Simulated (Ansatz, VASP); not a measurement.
## Rb in VASP and in Ansatz

```
Rb
1.0
     4.35828    0.00000    0.00000
     0.00000    4.35828    0.00000
     0.00000    0.00000    4.35828
Rb
1
Direct
  0.00000 0.00000 0.00000
```

Alike in both runs: task single point; functional PBEsol; k mesh 8 × 8 × 8; occupations fermi-dirac, width 0.1 eV; no spin polarisation.

|  | VASP | Ansatz |
| --- | --- | --- |
| version | VASP 6.6.1 | Ansatz 0.2.0 |
| potentials or method | VASP PAW PBE potentials, release 64 (Rb_sv), cutoff 520 eV | plane waves (420 eV) with PAW, scalar-relativistic |
| valence electrons in the cell | 9 | 9 |

|  | VASP | Ansatz | Ansatz less VASP |
| --- | --- | --- | --- |
| pressure (GPa) | 0.3 | 0.3 | 0.00 |

VASP's potentials were made for PBE, not for PBEsol, and Ansatz warns of the same on its side. With one functional, cell and mesh, what is left measures potentials, basis and numerics.
